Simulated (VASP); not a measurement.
# SnS2 in VASP: single point with PBE+D3(BJ)

Aim: the single point of SnS2 with PBE+D3(BJ).

All numbers are computed with VASP 6.6.1; they aren't measurements. Logs are shortened: lines on timing, memory, paths and dates and some standing lists are left out, and cuts for length are marked.

## 1. The cell of the first run

The cell holds a slab with vacuum, 9 atoms: a = 3.668 Å, b = 3.668 Å, c = 55.152 Å, α = 90.00°, β = 90.00°, γ = 120.00°.

## 2. Single point, PBE+D3(BJ)

INCAR

```
SYSTEM = SnS2
PREC = Accurate
ENCUT = 400
EDIFF = 1E-6
ISMEAR = 0
SIGMA = 0.01
LREAL = .FALSE.
LASPH = .TRUE.
NELM = 120
ALGO = Normal
ISIF = 2
LWAVE = .FALSE.
LCHARG = .TRUE.
LDIPOL = .TRUE.
IDIPOL = 3
DIPOL = 0.5 0.5 0.500
GGA = PE
IVDW = 12
LELF = .TRUE.
LVHAR = .TRUE.
LVACPOTAV = .TRUE.
NBANDS = 49
GGA_COMPAT = .FALSE.
NELMDL = -8
```

KPOINTS

```
Automatic mesh
0
G
  9 9 1
  0 0 0
```

POSCAR

```
SnS2
1.0
    3.6678820606      0.0000000000      0.0000000000
   -1.8339410303      3.1764790425      0.0000000000
    0.0000000000      0.0000000000     55.1520191628
S Sn
6 3
Direct
    0.6666666667      0.3333333333      0.3677634848
    0.3333333333      0.6666666667      0.4214696325
    0.6666666667      0.3333333333      0.4731855656
    0.3333333333      0.6666666667      0.5268144344
    0.6666666667      0.3333333333      0.5785303675
    0.3333333333      0.6666666667      0.6322365152
    0.0000000000      0.0000000000      0.3946379731
    0.0000000000      0.0000000000      0.5000000000
    0.0000000000      0.0000000000      0.6053620269
```

Potentials or basis: VASP PAW PBE potentials, release 64 (S, Sn_d).

Command:

```console
$ cat potpaw_PBE.64/S/POTCAR potpaw_PBE.64/Sn_d/POTCAR > POTCAR
$ mpirun -np 1 vasp_std > vasp.out
```

OUTCAR:

```text
SYSTEM = SnS2
   PREC = Accurate
   ENCUT = 400
   EDIFF = 1E-6
   ISMEAR = 0
   LREAL = .FALSE.
   LASPH = .TRUE.
   NELM = 120
   ISIF = 2
   GGA = PE
   IVDW = 12
   NELMDL = -8
 IVDW          = 12

 ion  position               nearest neighbor table
   1  0.667  0.333  0.368-   7 2.58   7 2.58   7 2.58
   2  0.333  0.667  0.421-   7 2.58   7 2.58   7 2.58
   3  0.667  0.333  0.473-   8 2.58   8 2.58   8 2.58
   4  0.333  0.667  0.527-   8 2.58   8 2.58   8 2.58
   5  0.667  0.333  0.579-   9 2.58   9 2.58   9 2.58
   6  0.333  0.667  0.632-   9 2.58   9 2.58   9 2.58
   7  0.000  0.000  0.395-   2 2.58   2 2.58   2 2.58   1 2.58   1 2.58   1 2.58
   8  0.000  0.000  0.500-   3 2.58   4 2.58   4 2.58   3 2.58   3 2.58   4 2.58
   9  0.000  0.000  0.605-   5 2.58   5 2.58   5 2.58   6 2.58   6 2.58   6 2.58

  LATTYP: Found a hexagonal cell.
 ALAT       =     3.6678820606
 C/A-ratio  =    15.0364756150

  Lattice vectors:

 A1 = (   3.6678820606,   0.0000000000,   0.0000000000)
 A2 = (  -1.8339410303,   3.1764790425,   0.0000000000)
 A3 = (   0.0000000000,   0.0000000000,  55.1520191628)

Analysis of symmetry for initial positions (statically):
=====================================================================
 Subroutine PRICEL returns:
 Original cell was already a primitive cell.

 Routine SETGRP: Setting up the symmetry group for a
 hexagonal supercell.

 Subroutine GETGRP returns: Found 12 space group operations
 (whereof 12 operations were pure point group operations)
 out of a pool of 24 trial point group operations.

The static configuration has the point symmetry D_3d.

Analysis of symmetry for dynamics (positions and initial velocities):
=====================================================================
 Subroutine PRICEL returns:
 Original cell was already a primitive cell.

 Routine SETGRP: Setting up the symmetry group for a
 hexagonal supercell.

 Subroutine GETGRP returns: Found 12 space group operations
 (whereof 12 operations were pure point group operations)
 out of a pool of 24 trial point group operations.

The dynamic configuration has the point symmetry D_3d.

 Subroutine INISYM returns: Found 12 space group operations
 (whereof 12 operations are pure point group operations),
 and found     1 'primitive' translations

----------------------------------------------------------------------------------------

                                     Primitive cell

  volume of cell :     642.5734

  direct lattice vectors                    reciprocal lattice vectors
     3.667882061  0.000000000  0.000000000     0.272636901  0.157406988  0.000000000
    -1.833941030  3.176479043  0.000000000     0.000000000  0.314813977  0.000000000
     0.000000000  0.000000000 55.152019163     0.000000000  0.000000000  0.018131702

  length of vectors
     3.667882061  3.667882061 55.152019163     0.314813977  0.314813977  0.018131702

  position of ions in fractional coordinates (direct lattice)
     0.666666667  0.333333333  0.367763485
     0.333333333  0.666666667  0.421469632
     0.666666667  0.333333333  0.473185566
     0.333333333  0.666666667  0.526814434
     0.666666667  0.333333333  0.578530368
     0.333333333  0.666666667  0.632236515
     0.000000000  0.000000000  0.394637973
     0.000000000  0.000000000  0.500000000
     0.000000000  0.000000000  0.605362027

  ion indices of the primitive-cell ions
   primitive index   ion index
                 1           1
                 2           2
                 3           3
                 4           4
                 5           5
                 6           6
                 7           7
                 8           8
                 9           9

----------------------------------------------------------------------------------------

 KPOINTS: Automatic mesh

Automatic generation of k-mesh.
 Grid dimensions read from file:
 generate k-points for:    9    9    1

 Generating k-lattice:

  Cartesian coordinates                     Fractional coordinates (reciprocal lattice)
     0.030292989  0.017489665  0.000000000     0.111111111  0.000000000  0.000000000
     0.000000000  0.034979331  0.000000000     0.000000000  0.111111111  0.000000000
     0.000000000  0.000000000  0.018131702     0.000000000  0.000000000  1.000000000

  Length of vectors
     0.034979331  0.034979331  0.018131702

  Shift w.r.t. Gamma in fractional coordinates (k-lattice)
     0.000000000  0.000000000  0.000000000

 Subroutine IBZKPT returns following result:
 ===========================================

 Found     12 irreducible k-points:

 Following reciprocal coordinates:
            Coordinates               Weight
  0.000000  0.000000  0.000000      1.000000
  0.111111 -0.000000  0.000000      6.000000
  0.222222 -0.000000  0.000000      6.000000
  0.333333 -0.000000  0.000000      6.000000
  0.444444 -0.000000  0.000000      6.000000
  0.111111  0.111111  0.000000      6.000000
  0.222222  0.111111  0.000000     12.000000
  0.333333  0.111111  0.000000     12.000000
  0.444444  0.111111  0.000000      6.000000
  0.222222  0.222222  0.000000      6.000000
  0.333333  0.222222  0.000000     12.000000
  0.333333  0.333333  0.000000      2.000000
   k-points           NKPTS =     12   k-points in BZ     NKDIM =     12   number of bands    NBANDS=     49
   number of dos      NEDOS =    301   number of ions     NIONS =      9
   total plane-waves  NPLWV = 207360
   dimension x,y,z NGX =    24 NGY =   24 NGZ =  360
   dimension x,y,z NGXF=    48 NGYF=   48 NGZF=  720
   ions per type =               6   3
   NGX,Y,Z   is equivalent  to a cutoff of  10.88, 10.88, 10.85 a.u.
   NGXF,Y,Z  is equivalent  to a cutoff of  21.76, 21.76, 21.70 a.u.
 SYSTEM =  SnS2
   PREC   = accura    normal or accurate (medium, high low for compatibility)
   ISTART =      0    job   : 0-new  1-cont  2-samecut
   ICHARG =      2    charge: 1-file 2-atom 10-const
   ISPIN  =      1    spin polarized calculation?
   LNONCOLLINEAR =      F non collinear calculations
   LSORBIT =      F    spin-orbit coupling
   LASPH  =      T    aspherical Exc in radial PAW
   ENCUT  =  400.0 eV  29.40 Ry    5.42 a.u.   5.98  5.98 89.94*2*pi/ulx,y,z
   NELM   =    120;   NELMIN=  2; NELMDL= -8     # of ELM steps
   EDIFF  = 0.1E-05   stopping-criterion for ELM
   LREAL  =      F    real-space projection
   EDIFFG = 0.1E-04   stopping-criterion for IOM
   NSW    =      0    number of steps for IOM
   IBRION =     -1    ionic relax: 0-MD 1-quasi-New 2-CG
   NFREE  =      0    steps in history (QN), initial steepest desc. (CG)
   ISIF   =      2    stress and relaxation
   ISYM   =      2    0-nonsym 1-usesym 2-fastsym
   POTIM  = 0.5000    time-step for ionic-motion
   TEBEG  =    0.0;   TEEND  =   0.0 temperature during run
   PSTRESS=    0.0 pullay stress
   NELECT =      78.0000    total number of electrons
   NUPDOWN=      -1.0000    fix difference up-down
   EMIN   =  10.00;   EMAX   =-10.00  energy-range for DOS
   EFERMI =   0.00;   METHOD = LEGACY
   ISMEAR =     0;   SIGMA  =   0.01  broadening in eV -4-tet -1-fermi 0-gaus
   EFERMI_NEDOS =   21; number of points for ismear=-14 and -15
   IALGO  =     38    algorithm
   IMIX   =      4    mixing-type and parameters
     AMIX     =   0.40;   BMIX     =  1.00
     AMIX_MAG =   1.60;   BMIX_MAG =  1.00
  volume/ion in A,a.u.               =      71.40       481.81
  Fermi-wavevector in a.u.,A,eV,Ry     =   0.810585  1.531784  8.939690  0.657049
  Thomas-Fermi vector in A             =   1.919788
   LORBIT       =      0    0 simple, 1 ext, 2 COOP (PROOUT), +10 PAW based schemes
   GGA     = PE    functional components
   LHFCALC =     F    Hartree Fock is set to
   AEXX    =    0.0000 exact exchange contribution
   IVDW    =    12    specifies the selected vdW correction
   LEPSILON=     F    determine dielectric tensor
   LRPA    =     F    only Hartree local field effects (RPA)
 non-spin polarized calculation
 Gauss-broadening in eV      SIGMA  =   0.01
  energy-cutoff  :      400.00
  volume of cell :      642.57
 maximum number of plane-waves:     11814
 NGX is ok and might be reduce to    24
   NGX = 11   NGY = 11   NGZ =179

 dipolmoment           0.000000      0.000000     -0.000000 electrons x Angstroem

 number of electron      78.0000027 magnetization

 dipolmoment           0.000000      0.000000      0.000000 electrons x Angstroem

 Free energy of the ion-electron system (eV)
  ---------------------------------------------------
  ext. energy  EPLUGINS =         0.00000000
  ---------------------------------------------------
  free energy    TOTEN  =       -39.51104540 eV

  energy without entropy =      -39.51104540  energy(sigma->0) =      -39.51104540

 E-fermi :  -3.0292     XC(G=0):  -3.2706

 val. band max:       -3.0787826756   @ k =   0.1111   0.1111   0.0000
 cond. band min:      -1.6017144453   @ k =   0.4444  -0.0000   0.0000
 fundamental gap:      1.4770682304
 Fermi energy:        -3.0291677091

 k-point     1 :       0.0000    0.0000    0.0000
  band No.  band energies     occupation
      1     -23.9505      2.00000
      2     -23.9505      2.00000
      3     -23.9444      2.00000
      4     -23.9444      2.00000
      5     -23.9444      2.00000
      6     -23.9444      2.00000
[... 41 lines left out ...]
     48       2.2705      0.00000
     49       2.3448      0.00000

 k-point     2 :       0.1111   -0.0000    0.0000
  band No.  band energies     occupation
      1     -23.9577      2.00000
      2     -23.9515      2.00000
      3     -23.9515      2.00000
      4     -23.9436      2.00000
      5     -23.9374      2.00000
      6     -23.9374      2.00000
[... 512 lines left out ...]
 k-point    12 :       0.3333    0.3333    0.0000
  band No.  band energies     occupation
      1     -23.9720      2.00000
      2     -23.9720      2.00000
      3     -23.9653      2.00000
      4     -23.9653      2.00000
      5     -23.9647      2.00000
      6     -23.9647      2.00000
[... 41 lines left out ...]
     48       3.6328      0.00000
     49       4.0967      0.00000

------------------------ aborting loop because EDIFF is reached ----------------------------------------

 vacuum level on the upper side and lower side of the slab       (xc-potential included)        -0.124        -0.124

 Edisp (eV)   -2.64904

 E8    (eV) :    -1.1083

  FORCE on cell =-STRESS in cart. coord.  units (eV):
  Direction    XX          YY          ZZ          XY          YZ          ZX
  --------------------------------------------------------------------------------------
  -------------------------------------------------------------------------------------
  Total      -0.16152    -0.16152    -0.09814     0.00000     0.00000     0.00000
  in kB      -0.40272    -0.40272    -0.24471     0.00000     0.00000     0.00000
  external pressure =       -0.35 kB  Pullay stress =        0.00 kB

 VOLUME and BASIS-vectors are now :
 -----------------------------------------------------------------------------
  energy-cutoff  :      400.00
  volume of cell :      642.57
      direct lattice vectors                 reciprocal lattice vectors
     3.667882061  0.000000000  0.000000000     0.272636901  0.157406988  0.000000000
    -1.833941030  3.176479043  0.000000000     0.000000000  0.314813977  0.000000000
     0.000000000  0.000000000 55.152019163     0.000000000  0.000000000  0.018131702

 POSITION                                       TOTAL-FORCE (eV/Angst)
 -----------------------------------------------------------------------------------
      1.83394      1.05883     20.28290        -0.000000     -0.000000      0.003332
     -0.00000      2.11765     23.24490        -0.000000     -0.000000     -0.005721
      1.83394      1.05883     26.09714        -0.000000     -0.000000      0.005055
     -0.00000      2.11765     29.05488         0.000000      0.000000     -0.005055
      1.83394      1.05883     31.90712         0.000000      0.000000      0.005721
     -0.00000      2.11765     34.86912         0.000000      0.000000     -0.003332
      0.00000      0.00000     21.76508        -0.000000      0.000000      0.000413
      0.00000      0.00000     27.57601         0.000000      0.000000     -0.000000
      0.00000      0.00000     33.38694         0.000000      0.000000     -0.000413
 -----------------------------------------------------------------------------------
    total drift:                               -0.000000     -0.000000      0.000000

  FREE ENERGIE OF THE ION-ELECTRON SYSTEM (eV)
  ---------------------------------------------------
  free  energy   TOTEN  =       -42.1600878830 eV

  energy  without entropy=      -42.1600878830  energy(sigma->0) =      -42.16008788

 vacuum level on the upper side and lower side of the slab         3.581         3.581
```

It took 11 min on 1 thread of Oxide Virtual Turin-like, shared host; peak memory 0.56 GiB.

What came out:

* Free energy: -42.1601 eV
* Largest force: 0.006 eV/Å
* Band gap on the k mesh: 1.48 eV (least direct gap 1.72 eV)
* Dispersion energy per atom: -0.294 eV
* Ionisation potential of the upper face: 6.66 eV

Forces on the atoms (eV/Å):
```
S    0.000  0.000  0.003
S    0.000  0.000 -0.006
S    0.000  0.000  0.005
S    0.000  0.000 -0.005
S    0.000  0.000  0.006
S    0.000  0.000 -0.003
Sn   0.000  0.000  0.000
Sn   0.000  0.000  0.000
Sn   0.000  0.000  0.000
```

Levels at points of the mesh, in eV from the valence-band top:
```csv
k point,band 37,band 38,band 39,band 40,band 41,band 42
"(0.00, 0.00, 0.00)",-0.21,-0.17,-0.17,2.05,2.50,2.95
```

Caveat: spin-orbit coupling is left out, which moves the levels of the heavy elements.
